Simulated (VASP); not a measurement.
# Sc5W (F-43m) in VASP: single point with PBE

Aim: the single point of Sc5W with PBE.

Program: VASP 6.6.1. These are calculated values, not measurements. Logs are shortened: lines on timing, memory, paths and dates and some standing lists are left out, and cuts for length are marked.

### Step 1. The cell of the first run

Symmetry: F-43m, No. 216, cubic system. The conventional cell has a = 8.086 Å, b = 8.086 Å, c = 8.086 Å, α = 90.00°, β = 90.00°, γ = 90.00°. Sc (site symmetry 3m) has 9 Sc at 2.80 to 3.36 Å and 3 W at 3.35 Å within 3.7 Å. Sc (site symmetry -43m) has 12 Sc at 3.36 Å and 4 W at 3.50 Å within 4.4 Å. W (site symmetry -43m) has 16 Sc at 3.35 to 3.50 Å within 4.4 Å.

The cell was generated, and may not be a known phase.

### Step 2. Single point, PBE, collinear spin

Contents of INCAR:

```
ALGO = Fast
EDIFF = 1E-7
ENCUT = 520
GGA = PE
ISIF = 2
ISMEAR = 0
ISPIN = 2
LASPH = T
LCHARG = T
LELF = T
LMAXMIX = 4
LORBIT = 11
LREAL = F
LVHAR = T
LWAVE = F
MAGMOM = 1 1 1 1 1 0
NBANDS = 48
NELM = 150
PREC = Accurate
SIGMA = 0.1
```

Contents of KPOINTS:

```
k-points
0
Gamma
  4 4 4
```

Contents of POSCAR:

```
Sc5W
1.0
    0.0000000000      4.0432185414      4.0432185414
    4.0432185414      0.0000000000      4.0432185414
    4.0432185414      4.0432185414      0.0000000000
Sc W
5 1
Direct
    0.8777124873      0.3668625380      0.8777124873
    0.8777124873      0.8777124873      0.8777124873
    0.3668625380      0.8777124873      0.8777124873
    0.8777124873      0.8777124873      0.3668625380
    0.5000000000      0.5000000000      0.5000000000
    0.2500000000      0.2500000000      0.2500000000
```

Potentials or basis: VASP PAW PBE potentials, release 64 (Sc_sv, W_sv).

On the command line:

```sh
> cat potpaw_PBE.64/Sc_sv/POTCAR potpaw_PBE.64/W_sv/POTCAR > POTCAR
> mpirun -np 1 vasp_std > vasp.out
```

OUTCAR:

```text
EDIFF = 1E-7
   ENCUT = 520
   GGA = PE
   ISIF = 2
   ISMEAR = 0
   ISPIN = 2
   LASPH = T
   LORBIT = 11
   LREAL = F
   NELM = 150
   PREC = Accurate

 ion  position               nearest neighbor table
   1  0.878  0.367  0.878-   2 2.80   3 2.80   4 2.80   4 2.92   2 2.92   3 2.92   6 3.35   6 3.35
                             6 3.35   5 3.36   5 3.36   5 3.36
   2  0.878  0.878  0.878-   1 2.80   3 2.80   4 2.80   4 2.92   1 2.92   3 2.92   6 3.35   6 3.35
                             6 3.35   5 3.36   5 3.36   5 3.36
   3  0.367  0.878  0.878-   1 2.80   2 2.80   4 2.80   2 2.92   4 2.92   1 2.92   6 3.35   6 3.35
                             6 3.35   5 3.36   5 3.36   5 3.36
   4  0.878  0.878  0.367-   1 2.80   2 2.80   3 2.80   2 2.92   1 2.92   3 2.92   6 3.35   6 3.35
                             6 3.35   5 3.36   5 3.36   5 3.36
   5  0.500  0.500  0.500-   1 3.36   3 3.36   4 3.36   2 3.36   2 3.36   2 3.36   1 3.36   3 3.36
                             4 3.36   1 3.36   3 3.36   4 3.36
   6  0.250  0.250  0.250-   1 3.35   4 3.35   3 3.35   4 3.35   1 3.35   3 3.35   2 3.35   2 3.35
                             2 3.35   1 3.35   3 3.35   4 3.35

  LATTYP: Found a face centered cubic cell.
 ALAT       =     8.0864370828

  Lattice vectors:

 A1 = (   0.0000000000,   4.0432185414,   4.0432185414)
 A2 = (   4.0432185414,   0.0000000000,   4.0432185414)
 A3 = (   4.0432185414,   4.0432185414,   0.0000000000)

Analysis of symmetry for initial positions (statically):
=====================================================================
 Subroutine PRICEL returns:
 Original cell was already a primitive cell.

 Routine SETGRP: Setting up the symmetry group for a
 face centered cubic supercell.

 Subroutine GETGRP returns: Found 24 space group operations
 (whereof 24 operations were pure point group operations)
 out of a pool of 48 trial point group operations.

The static configuration has the point symmetry T_d .

Analysis of symmetry for dynamics (positions and initial velocities):
=====================================================================
 Subroutine PRICEL returns:
 Original cell was already a primitive cell.

 Routine SETGRP: Setting up the symmetry group for a
 face centered cubic supercell.

 Subroutine GETGRP returns: Found 24 space group operations
 (whereof 24 operations were pure point group operations)
 out of a pool of 48 trial point group operations.

The dynamic configuration has the point symmetry T_d .

Analysis of structural, dynamic, and magnetic symmetry:
=====================================================================
 Subroutine PRICEL returns:
 Original cell was already a primitive cell.

 Routine SETGRP: Setting up the symmetry group for a
 face centered cubic supercell.

 Subroutine GETGRP returns: Found 24 space group operations
 (whereof 24 operations were pure point group operations)
 out of a pool of 48 trial point group operations.

The overall configuration has the point symmetry T_d .

 Subroutine INISYM returns: Found 24 space group operations
 (whereof 24 operations are pure point group operations),
 and found     1 'primitive' translations

----------------------------------------------------------------------------------------

                                     Primitive cell

  volume of cell :     132.1940

  direct lattice vectors                    reciprocal lattice vectors
     0.000000000  4.043218541  4.043218541    -0.123663857  0.123663857  0.123663857
     4.043218541  0.000000000  4.043218541     0.123663857 -0.123663857  0.123663857
     4.043218541  4.043218541  0.000000000     0.123663857  0.123663857 -0.123663857

  length of vectors
     5.717974497  5.717974497  5.717974497     0.214192084  0.214192084  0.214192084

  position of ions in fractional coordinates (direct lattice)
     0.877712487  0.366862538  0.877712487
     0.877712487  0.877712487  0.877712487
     0.366862538  0.877712487  0.877712487
     0.877712487  0.877712487  0.366862538
     0.500000000  0.500000000  0.500000000
     0.250000000  0.250000000  0.250000000

  ion indices of the primitive-cell ions
   primitive index   ion index
                 1           1
                 2           2
[... 41 lines left out ...]
   k-points           NKPTS =      8   k-points in BZ     NKDIM =      8   number of bands    NBANDS=     48
   number of dos      NEDOS =    301   number of ions     NIONS =      6
   total plane-waves  NPLWV = 110592
   dimension x,y,z NGX =    48 NGY =   48 NGZ =   48
   dimension x,y,z NGXF=    96 NGYF=   96 NGZF=   96
   ions per type =               5   1
   NGX,Y,Z   is equivalent  to a cutoff of  13.96, 13.96, 13.96 a.u.
   NGXF,Y,Z  is equivalent  to a cutoff of  27.91, 27.91, 27.91 a.u.
 SYSTEM =  unknown system
   PREC   = accura    normal or accurate (medium, high low for compatibility)
   ISTART =      0    job   : 0-new  1-cont  2-samecut
   ICHARG =      2    charge: 1-file 2-atom 10-const
   ISPIN  =      2    spin polarized calculation?
   LNONCOLLINEAR =      F non collinear calculations
   LSORBIT =      F    spin-orbit coupling
   LASPH  =      T    aspherical Exc in radial PAW
   ENCUT  =  520.0 eV  38.22 Ry    6.18 a.u.  10.63 10.63 10.63*2*pi/ulx,y,z
   NELM   =    150;   NELMIN=  2; NELMDL= -5     # of ELM steps
   EDIFF  = 0.1E-06   stopping-criterion for ELM
   LREAL  =      F    real-space projection
   EDIFFG = 0.1E-05   stopping-criterion for IOM
   NSW    =      0    number of steps for IOM
   IBRION =     -1    ionic relax: 0-MD 1-quasi-New 2-CG
   NFREE  =      0    steps in history (QN), initial steepest desc. (CG)
   ISIF   =      2    stress and relaxation
   ISYM   =      2    0-nonsym 1-usesym 2-fastsym
   POTIM  = 0.5000    time-step for ionic-motion
   TEBEG  =    0.0;   TEEND  =   0.0 temperature during run
   PSTRESS=    0.0 pullay stress
   NELECT =      69.0000    total number of electrons
   NUPDOWN=      -1.0000    fix difference up-down
   EMIN   =  10.00;   EMAX   =-10.00  energy-range for DOS
   EFERMI =   0.00;   METHOD = LEGACY
   ISMEAR =     0;   SIGMA  =   0.10  broadening in eV -4-tet -1-fermi 0-gaus
   EFERMI_NEDOS =   21; number of points for ismear=-14 and -15
   IALGO  =     68    algorithm
   IMIX   =      4    mixing-type and parameters
     AMIX     =   0.40;   BMIX     =  1.00
     AMIX_MAG =   1.60;   BMIX_MAG =  1.00
  volume/ion in A,a.u.               =      22.03       148.68
  Fermi-wavevector in a.u.,A,eV,Ry     =   1.318117  2.490880 23.639205  1.737433
  Thomas-Fermi vector in A             =   2.448110
   LORBIT       =     11    0 simple, 1 ext, 2 COOP (PROOUT), +10 PAW based schemes
   GGA     = PE    functional components
   LHFCALC =     F    Hartree Fock is set to
   AEXX    =    0.0000 exact exchange contribution
   IVDW    =     0    specifies the selected vdW correction
   LEPSILON=     F    determine dielectric tensor
   LRPA    =     F    only Hartree local field effects (RPA)
 spin polarized calculation
 RMM-DIIS sequential band-by-band and
 Gauss-broadening in eV      SIGMA  =   0.10
  energy-cutoff  :      520.00
  volume of cell :      132.19
 maximum number of plane-waves:      3584
 NGX is ok and might be reduce to    48
   NGX = 21   NGY = 21   NGZ = 21

 number of electron      69.0000007 magnetization       1.0757805

 Free energy of the ion-electron system (eV)
  ---------------------------------------------------
  ext. energy  EPLUGINS =         0.00000000
  ---------------------------------------------------
  free energy    TOTEN  =       -40.52272693 eV

  energy without entropy =      -40.45940514  energy(sigma->0) =      -40.49106604

 E-fermi :   4.6475     XC(G=0): -10.5672

 val. band max:        4.6450995839   @ k =   0.2500   0.2500   0.0000
 cond. band min:       4.6600264143   @ k =   0.5000   0.0000   0.0000
 fundamental gap:      0.0149268303
 Fermi energy:         4.6475067183

 spin component 1

 k-point     1 :       0.0000    0.0000    0.0000
  band No.  band energies     occupation
      1     -69.0333      1.00000
      2     -45.1234      1.00000
      3     -44.4878      1.00000
      4     -44.2934      1.00000
      5     -44.2934      1.00000
      6     -44.2934      1.00000
[... 381 lines left out ...]
     45       6.9792      0.00000
     46       7.1320      0.00000
 Fermi energy:         4.6475067183

 spin component 2

 k-point     1 :       0.0000    0.0000    0.0000
  band No.  band energies     occupation
      1     -69.0434      1.00000
      2     -44.9284      1.00000
      3     -44.4066      1.00000
      4     -44.2130      1.00000
      5     -44.2130      1.00000
      6     -44.2130      1.00000
[... 381 lines left out ...]
     45       7.0735      0.00000
     46       7.2802      0.00000
 [bands above 46 left out]

------------------------ aborting loop because EDIFF is reached ----------------------------------------

  FORCE on cell =-STRESS in cart. coord.  units (eV):
  Direction    XX          YY          ZZ          XY          YZ          ZX
  --------------------------------------------------------------------------------------
  -------------------------------------------------------------------------------------
  Total        0.0741369      0.0741369      0.0741369     -0.0000000     -0.0000000      0.0000000
  in kB        0.8985318      0.8985318      0.8985318     -0.0000000     -0.0000000      0.0000000
  external PRESSURE =       0.8985318 kB  Pullay stress =       0.0000000 kB

 VOLUME and BASIS-vectors are now :
 -----------------------------------------------------------------------------
  energy-cutoff  :      520.00
  volume of cell :      132.19
      direct lattice vectors                 reciprocal lattice vectors
     0.000000000  4.043218541  4.043218541    -0.123663857  0.123663857  0.123663857
     4.043218541  0.000000000  4.043218541     0.123663857 -0.123663857  0.123663857
     4.043218541  4.043218541  0.000000000     0.123663857  0.123663857 -0.123663857

 POSITION                                       TOTAL-FORCE (eV/Angst)
 -----------------------------------------------------------------------------------
      5.03209      7.09757      5.03209         0.044507     -0.044507      0.044507
      7.09757      7.09757      7.09757        -0.044507     -0.044507     -0.044507
      7.09757      5.03209      5.03209        -0.044507      0.044507      0.044507
      5.03209      5.03209      7.09757         0.044507      0.044507     -0.044507
      4.04322      4.04322      4.04322         0.000000      0.000000      0.000000
      2.02161      2.02161      2.02161         0.000000      0.000000      0.000000
 -----------------------------------------------------------------------------------
    total drift:                                0.000001      0.000001      0.000001

  FREE ENERGIE OF THE ION-ELECTRON SYSTEM (eV)
  ---------------------------------------------------
  free  energy   TOTEN  =       -40.5227269331 eV

  energy  without entropy=      -40.4594051402  energy(sigma->0) =      -40.49106604

 total charge

# of ion       s       p       d       tot
------------------------------------------
    1        2.311   6.116   1.179   9.606
    2        2.311   6.116   1.179   9.606
    3        2.311   6.116   1.179   9.606
    4        2.311   6.116   1.179   9.606
    5        2.238   6.136   0.872   9.246
    6        2.343   6.141   3.090  11.573
--------------------------------------------------
tot         13.826  36.739   8.679  59.245

 magnetization (x)

# of ion       s       p       d       tot
------------------------------------------
    1        0.002   0.013   0.095   0.111
    2        0.002   0.013   0.095   0.111
    3        0.002   0.013   0.095   0.111
    4        0.002   0.013   0.095   0.111
    5        0.004   0.017   0.221   0.242
    6       -0.001   0.004  -0.024  -0.022
--------------------------------------------------
tot          0.010   0.073   0.579   0.662
```

It took 4.6 min on 1 thread of Intel Xeon Platinum 8488C (Sapphire Rapids), shared host; peak memory 0.43 GiB.

Results:

```yaml
Free_energy: -40.5227 eV
Pressure: 0.1 GPa
Largest_force: 0.077 eV/Å
Net_moment: 1.08 μB per cell
Site_moments: Sc +0.11, +0.24 (each value once); W -0.02 μB
Valence_electrons_inside_the_program's_atomic_spheres: Sc 9.61, 9.25 (each value once); W 11.57
```

Forces on the atoms (eV/Å):
```
Sc   0.045 -0.045  0.045
Sc  -0.045 -0.045 -0.045
Sc  -0.045  0.045  0.045
Sc   0.045  0.045 -0.045
Sc   0.000  0.000  0.000
W    0.000  0.000  0.000
```

Caveat: a moment this small can come from the mesh or the smearing; spin-orbit coupling is left out, which moves the levels of the heavy elements.
